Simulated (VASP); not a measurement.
# H5Pt2 (P4mm) in VASP: a series of runs

H5Pt2 is run at these levels: PBE; tasks: single point, relaxation of cell and atoms.

All numbers are computed with VASP 6.6.1; they aren't measurements. Logs are shortened: lines on timing, memory, paths and dates and some standing lists are left out, and cuts for length are marked.

## (1) The cell of the first run

The structure is tetragonal, space group P4mm (No. 99). Conventional cell: a = 3.985 Å, b = 3.985 Å, c = 4.320 Å, α = 90.00°, β = 90.00°, γ = 90.00°. Within 2.3 Å of H (site symmetry m) lie 2 Pt at 1.72 Å and 5 H at 1.98 to 2.28 Å. H (site symmetry 4mm) has 4 Pt at 2.14 Å and 8 H at 2.28 to 2.91 Å within 3.0 Å. Within 2.3 Å of Pt (site symmetry 2mm) lie 6 H at 1.72 to 2.14 Å.

The cell was generated, and may not be a known phase.

## (2) Single point, PBE

Contents of INCAR:

```
ALGO = Normal ; EDIFF = 1E-7
ENCUT = 520 ; GGA = PE
ISIF = 2 ; ISMEAR = 0
LASPH = True ; LCHARG = False
LREAL = False ; LWAVE = False
NBANDS = 22 ; NELM = 100
PREC = Accurate ; SIGMA = 0.1
```

Contents of KPOINTS:

```
k-points
0
Gamma
  6 6 4
```

Contents of POSCAR:

```
H5Pt2
1.0
    3.9846989085      0.0000000000      0.0000000000
    0.0000000000      3.9846989085      0.0000000000
    0.0000000000      0.0000000000      4.3197138028
H Pt
5 2
Direct
    0.7521031853      0.7521031853      0.8905481534
    0.2478968147      0.2478968147      0.8905481534
    0.2478968147      0.7521031853      0.8905481534
    0.7521031853      0.2478968147      0.8905481534
    0.5000000000      0.5000000000      0.3029206433
    0.5000000000      0.0000000000      0.1192405965
    0.0000000000      0.5000000000      0.1192405965
```

Potentials or basis: VASP PAW PBE potentials, release 64 (H, Pt).

On the command line:

```bash
cat potpaw_PBE.64/H/POTCAR potpaw_PBE.64/Pt/POTCAR > POTCAR
mpirun -np 1 vasp_std > vasp.out
```

OUTCAR:

```text
EDIFF = 1E-7
   ENCUT = 520
   GGA = PE
   ISIF = 2
   ISMEAR = 0
   LASPH = True
   LREAL = False
   NELM = 100
   PREC = Accurate

 ion  position               nearest neighbor table
   1  0.752  0.752  0.891-   6 1.72   7 1.72
   2  0.248  0.248  0.891-   6 1.72   7 1.72
   3  0.248  0.752  0.891-   6 1.72   7 1.72
   4  0.752  0.248  0.891-   6 1.72   7 1.72
   5  0.500  0.500  0.303-   6 2.14   7 2.14   6 2.14   7 2.14
   6  0.500  0.000  0.119-   1 1.72   2 1.72   3 1.72   4 1.72   5 2.14   5 2.14   7 2.82   7 2.82
                             7 2.82   7 2.82
   7  0.000  0.500  0.119-   1 1.72   2 1.72   3 1.72   4 1.72   5 2.14   5 2.14   6 2.82   6 2.82
                             6 2.82   6 2.82

  LATTYP: Found a simple tetragonal cell.
 ALAT       =     3.9846989085
 C/A-ratio  =     1.0840753347

  Lattice vectors:

 A1 = (   3.9846989085,   0.0000000000,   0.0000000000)
 A2 = (   0.0000000000,   3.9846989085,   0.0000000000)
 A3 = (   0.0000000000,   0.0000000000,   4.3197138028)

Analysis of symmetry for initial positions (statically):
=====================================================================
 Subroutine PRICEL returns:
 Original cell was already a primitive cell.

 Routine SETGRP: Setting up the symmetry group for a
 simple tetragonal supercell.

 Subroutine GETGRP returns: Found  8 space group operations
 (whereof  8 operations were pure point group operations)
 out of a pool of 16 trial point group operations.

The static configuration has the point symmetry C_4v.

Analysis of symmetry for dynamics (positions and initial velocities):
=====================================================================
 Subroutine PRICEL returns:
 Original cell was already a primitive cell.

 Routine SETGRP: Setting up the symmetry group for a
 simple tetragonal supercell.

 Subroutine GETGRP returns: Found  8 space group operations
 (whereof  8 operations were pure point group operations)
 out of a pool of 16 trial point group operations.

The dynamic configuration has the point symmetry C_4v.

 Subroutine INISYM returns: Found  8 space group operations
 (whereof  8 operations are pure point group operations),
 and found     1 'primitive' translations

----------------------------------------------------------------------------------------

                                     Primitive cell

  volume of cell :      68.5877

  direct lattice vectors                    reciprocal lattice vectors
     3.984698908  0.000000000  0.000000000     0.250959990  0.000000000  0.000000000
     0.000000000  3.984698908  0.000000000     0.000000000  0.250959990  0.000000000
     0.000000000  0.000000000  4.319713803     0.000000000  0.000000000  0.231496818

  length of vectors
     3.984698908  3.984698908  4.319713803     0.250959990  0.250959990  0.231496818

  position of ions in fractional coordinates (direct lattice)
     0.752103185  0.752103185  0.890548153
     0.247896815  0.247896815  0.890548153
     0.247896815  0.752103185  0.890548153
     0.752103185  0.247896815  0.890548153
     0.500000000  0.500000000  0.302920643
     0.500000000  0.000000000  0.119240596
     0.000000000  0.500000000  0.119240596

  ion indices of the primitive-cell ions
   primitive index   ion index
                 1           1
                 2           2
                 3           3
                 4           4
                 5           5
                 6           6
                 7           7

----------------------------------------------------------------------------------------

 KPOINTS: k-points

Automatic generation of k-mesh.
 Grid dimensions read from file:
 generate k-points for:    6    6    4

 Generating k-lattice:

  Cartesian coordinates                     Fractional coordinates (reciprocal lattice)
     0.041826665  0.000000000  0.000000000     0.166666667  0.000000000  0.000000000
     0.000000000  0.041826665  0.000000000     0.000000000  0.166666667  0.000000000
     0.000000000  0.000000000  0.057874204     0.000000000  0.000000000  0.250000000

  Length of vectors
     0.041826665  0.041826665  0.057874204

  Shift w.r.t. Gamma in fractional coordinates (k-lattice)
     0.000000000  0.000000000  0.000000000

 Subroutine IBZKPT returns following result:
 ===========================================

 Found     30 irreducible k-points:

 Following reciprocal coordinates:
            Coordinates               Weight
  0.000000  0.000000  0.000000      1.000000
  0.166667  0.000000  0.000000      4.000000
  0.333333  0.000000  0.000000      4.000000
  0.500000  0.000000  0.000000      2.000000
  0.166667  0.166667  0.000000      4.000000
  0.333333  0.166667  0.000000      8.000000
[... 16 lines left out ...]
  0.333333  0.000000  0.500000      4.000000
  0.500000  0.000000  0.500000      2.000000
 [... further k-points ...]
   k-points           NKPTS =     30   k-points in BZ     NKDIM =     30   number of bands    NBANDS=     22
   number of dos      NEDOS =    301   number of ions     NIONS =      7
   total plane-waves  NPLWV =  28800
   dimension x,y,z NGX =    30 NGY =   30 NGZ =   32
   dimension x,y,z NGXF=    60 NGYF=   60 NGZF=   64
   ions per type =               5   2
   NGX,Y,Z   is equivalent  to a cutoff of  12.52, 12.52, 12.32 a.u.
   NGXF,Y,Z  is equivalent  to a cutoff of  25.03, 25.03, 24.63 a.u.
 SYSTEM =  unknown system
   PREC   = accura    normal or accurate (medium, high low for compatibility)
   ISTART =      0    job   : 0-new  1-cont  2-samecut
   ICHARG =      2    charge: 1-file 2-atom 10-const
   ISPIN  =      1    spin polarized calculation?
   LNONCOLLINEAR =      F non collinear calculations
   LSORBIT =      F    spin-orbit coupling
   LASPH  =      T    aspherical Exc in radial PAW
   ENCUT  =  520.0 eV  38.22 Ry    6.18 a.u.   7.41  7.41  8.03*2*pi/ulx,y,z
   NELM   =    100;   NELMIN=  2; NELMDL= -5     # of ELM steps
   EDIFF  = 0.1E-06   stopping-criterion for ELM
   LREAL  =      F    real-space projection
   EDIFFG = 0.1E-05   stopping-criterion for IOM
   NSW    =      0    number of steps for IOM
   IBRION =     -1    ionic relax: 0-MD 1-quasi-New 2-CG
   NFREE  =      0    steps in history (QN), initial steepest desc. (CG)
   ISIF   =      2    stress and relaxation
   ISYM   =      2    0-nonsym 1-usesym 2-fastsym
   POTIM  = 0.5000    time-step for ionic-motion
   TEBEG  =    0.0;   TEEND  =   0.0 temperature during run
   PSTRESS=    0.0 pullay stress
   NELECT =      25.0000    total number of electrons
   NUPDOWN=      -1.0000    fix difference up-down
   EMIN   =  10.00;   EMAX   =-10.00  energy-range for DOS
   EFERMI =   0.00;   METHOD = LEGACY
   ISMEAR =     0;   SIGMA  =   0.10  broadening in eV -4-tet -1-fermi 0-gaus
   EFERMI_NEDOS =   21; number of points for ismear=-14 and -15
   IALGO  =     38    algorithm
   IMIX   =      4    mixing-type and parameters
     AMIX     =   0.40;   BMIX     =  1.00
     AMIX_MAG =   1.60;   BMIX_MAG =  1.00
  volume/ion in A,a.u.               =       9.80        66.12
  Fermi-wavevector in a.u.,A,eV,Ry     =   1.169426  2.209895 18.606753  1.367558
  Thomas-Fermi vector in A             =   2.305899
   LORBIT       =      0    0 simple, 1 ext, 2 COOP (PROOUT), +10 PAW based schemes
   GGA     = PE    functional components
   LHFCALC =     F    Hartree Fock is set to
   AEXX    =    0.0000 exact exchange contribution
   IVDW    =     0    specifies the selected vdW correction
   LEPSILON=     F    determine dielectric tensor
   LRPA    =     F    only Hartree local field effects (RPA)
 non-spin polarized calculation
 Gauss-broadening in eV      SIGMA  =   0.10
  energy-cutoff  :      520.00
  volume of cell :       68.59
 maximum number of plane-waves:      1868
 NGX is ok and might be reduce to    30
   NGX = 15   NGY = 15   NGZ = 17

 number of electron      25.0000002 magnetization

 Free energy of the ion-electron system (eV)
  ---------------------------------------------------
  ext. energy  EPLUGINS =         0.00000000
  ---------------------------------------------------
  free energy    TOTEN  =       -27.31620575 eV

  energy without entropy =      -27.30546614  energy(sigma->0) =      -27.31083595

 E-fermi :   4.0799     XC(G=0):  -9.8822

 val. band max:        4.0523364741   @ k =   0.3333   0.0000   0.2500
 cond. band min:       4.2184863385   @ k =   0.5000   0.5000   0.2500
 fundamental gap:      0.1661498644
 Fermi energy:         4.0798571306

 k-point     1 :       0.0000    0.0000    0.0000
  band No.  band energies     occupation
      1      -6.8964      2.00000
      2      -3.3947      2.00000
      3      -2.7451      2.00000
      4      -2.6035      2.00000
      5      -2.6035      2.00000
      6      -0.7637      2.00000
[... 14 lines left out ...]
     21      15.2293      0.00000
     22      15.7227      0.00000

 k-point     2 :       0.1667    0.0000    0.0000
  band No.  band energies     occupation
      1      -6.5989      2.00000
      2      -3.2412      2.00000
      3      -2.9027      2.00000
      4      -2.5130      2.00000
      5      -2.4422      2.00000
      6      -0.6248      2.00000
[... 14 lines left out ...]
     21      14.9639      0.00000
     22      15.2585      0.00000

 k-point     3 :       0.3333    0.0000    0.0000
  band No.  band energies     occupation
      1      -5.7669      2.00000
      2      -3.4844      2.00000
      3      -2.8343      2.00000
      4      -2.3384      2.00000
      5      -2.0875      2.00000
      6      -0.2419      2.00000
[... 14 lines left out ...]
     21      14.8316      0.00000
     22      15.5209      0.00000
[... 476 lines left out ...]
 k-point    23 :       0.3333    0.0000    0.5000
  band No.  band energies     occupation
      1      -5.4199      2.00000
      2      -3.4365      2.00000
      3      -2.8125      2.00000
      4      -2.4694      2.00000
      5      -2.4202      2.00000
      6      -0.3992      2.00000
[... 14 lines left out ...]
     21      15.1872      0.00000
     22      16.0274      0.00000

 k-point    24 :       0.5000    0.0000    0.5000
  band No.  band energies     occupation
      1      -4.4644      2.00000
      2      -4.1968      2.00000
      3      -2.4162      2.00000
      4      -2.4132      2.00000
      5      -2.3735      2.00000
      6       0.0273      2.00000
[... 14 lines left out ...]
     21      15.2172      0.00000
     22      15.3931      0.00000

 [... further k-points ...]

------------------------ aborting loop because EDIFF is reached ----------------------------------------

  FORCE on cell =-STRESS in cart. coord.  units (eV):
  Direction    XX          YY          ZZ          XY          YZ          ZX
  --------------------------------------------------------------------------------------
  -------------------------------------------------------------------------------------
  Total       -0.0491246     -0.0491246      0.0232282      0.0000000      0.0000000      0.0000000
  in kB       -1.1475288     -1.1475288      0.5426008      0.0000000      0.0000000      0.0000000
  external PRESSURE =      -0.5841523 kB  Pullay stress =       0.0000000 kB

 VOLUME and BASIS-vectors are now :
 -----------------------------------------------------------------------------
  energy-cutoff  :      520.00
  volume of cell :       68.59
      direct lattice vectors                 reciprocal lattice vectors
     3.984698908  0.000000000  0.000000000     0.250959990  0.000000000  0.000000000
     0.000000000  3.984698908  0.000000000     0.000000000  0.250959990  0.000000000
     0.000000000  0.000000000  4.319713803     0.000000000  0.000000000  0.231496818

 POSITION                                       TOTAL-FORCE (eV/Angst)
 -----------------------------------------------------------------------------------
      2.99690      2.99690      3.84691         0.000129      0.000129     -0.026794
      0.98779      0.98779      3.84691        -0.000129     -0.000129     -0.026794
      0.98779      2.99690      3.84691        -0.000129      0.000129     -0.026794
      2.99690      0.98779      3.84691         0.000129     -0.000129     -0.026794
      1.99235      1.99235      1.30853        -0.000000     -0.000000     -0.010912
      1.99235      0.00000      0.51509        -0.000000      0.000000      0.059045
      0.00000      1.99235      0.51509        -0.000000      0.000000      0.059045
 -----------------------------------------------------------------------------------
    total drift:                                0.000000     -0.000000      0.000332

  FREE ENERGIE OF THE ION-ELECTRON SYSTEM (eV)
  ---------------------------------------------------
  free  energy   TOTEN  =       -27.3162057540 eV

  energy  without entropy=      -27.3054661403  energy(sigma->0) =      -27.31083595
```

It took 41 s on 1 thread of Oxide Virtual Turin-like, shared host; peak memory 0.16 GiB.

What came out:

```yaml
Free_energy: -27.3162 eV
Pressure: -0.1 GPa
Largest_force: 0.059 eV/Å
Band_gap_on_the_k_mesh: zero (an odd number of electrons rules out a gap without spin polarisation)
```

Forces on the atoms (eV/Å):
```
H    0.000  0.000 -0.027
H    0.000  0.000 -0.027
H    0.000  0.000 -0.027
H    0.000  0.000 -0.027
H    0.000  0.000 -0.011
Pt   0.000  0.000  0.059
Pt   0.000  0.000  0.059
```

Levels at points of the mesh, in eV from the Fermi level:
```
           k point  band 8  band 9  band 10  band 11  band 12  band 13  band 14  band 15  band 16  band 17
(0.00, 0.00, 0.00)   -2.62   -2.62    -1.97    -1.62    -0.69    -0.08    -0.08     5.11     5.43     5.64
(0.50, 0.00, 0.00)   -3.66   -3.58    -3.53    -3.38    -3.08     1.73     3.94     4.08     4.19     6.05
(0.50, 0.50, 0.00)   -3.17   -3.17    -2.43    -2.30    -1.91     0.36     0.36     3.77     3.77     4.45
(0.00, 0.00, 0.50)   -2.66   -2.66    -2.36    -1.62    -0.69     0.50     0.50     4.22     5.16     5.68
(0.50, 0.00, 0.50)   -3.66   -3.40    -3.12    -3.01    -2.89     0.30     1.33     4.48     4.56     5.62
(0.50, 0.50, 0.50)   -3.14   -3.14    -2.47    -2.33    -1.32    -0.23    -0.23     2.35     2.35     3.37
```

Caveat: the k points lie up to 0.36 Å⁻¹ apart, too coarse for converged energies and pressures of a metal; spin-orbit coupling is left out, which moves the levels of the heavy elements; an odd number of electrons without spin polarisation forces a metal; a magnetic or distorted state may lie lower.

[end of part 1 of 2]

The gap in the log of VASP goes by the Fermi energy; the results here count the filled bands.